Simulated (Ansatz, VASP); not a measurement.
Tl: VASP beside Ansatz

The input INCAR:

```
SYSTEM = Tl
ALGO = Normal
EDIFF = 1E-7
EDIFFG = -0.01
ENCUT = 600
GGA = PE
IBRION = 2
ISIF = 3
ISMEAR = -1
LASPH = .True.
LCHARG = .False.
LREAL = .False.
LWAVE = .False.
NELM = 60
NSW = 80
PREC = Accurate
SIGMA = 0.1
```

File KPOINTS:

```
k-points
0
Gamma
  11 11 6
  0 0 0
```

The input POSCAR:

```
Tl
1.0
    3.4380020186      0.0000000000      0.0000000000
   -1.7190010093      2.9773970864      0.0000000000
    0.0000000000      0.0000000000      5.4780000000
Tl
2
Direct
    0.3333333333      0.6666666667      0.2500000000
    0.6666666667      0.3333333333      0.7500000000
```

Input for Ansatz:

```yaml
crystal:
  lattice:
    - [3.4380020186, 0.0, 0.0]
    - [-1.7190010093, 2.9773970864, 0.0]
    - [0.0, 0.0, 5.478]
  atoms:
    - { symbol: Tl, position: [0.3333333333, 0.6666666667, 0.25] }
    - { symbol: Tl, position: [0.6666666667, 0.3333333333, 0.75] }
hamiltonian:
  xc: pbe
  pseudopotentials:
    kind: paw
    azcp:
      Tl: "pseudopotentials/Tl.paw.azcp"
basis:
  ecutwfc: 420
  fft_grid_basis: typed
kpoints:
  mp_grid: { grid: [11, 11, 6], shift: [0, 0, 0] }
magnetization:
  spin_polarized: false
scf:
  occupations: { method: fermi_dirac, width: 0.1 }
relax:
  max_steps: 60
  f_tol: 0.01
  cell: {}
```

Alike in both runs: task relaxation of cell and atoms; functional PBE; k mesh 11 × 11 × 6; occupations fermi-dirac, width 0.1 eV; no spin polarisation.

|  | VASP | Ansatz |
| --- | --- | --- |
| version | VASP 6.6.1 | Ansatz 0.2.0 |
| potentials or method | VASP PAW PBE potentials, release 64 (Tl_d), cutoff 600 eV | plane waves (420 eV) with PAW, scalar-relativistic |
| valence electrons in the cell | 26 | 26 |

|  | VASP | Ansatz | Ansatz less VASP |
| --- | --- | --- | --- |
| relaxed volume (Å³/atom) | 31.37 | 31.49 | +0.124 |
| relaxed cell length with the largest relative difference (Å) | 3.585 | 3.590 | +0.0049 |

Neither program's run includes spin-orbit coupling.
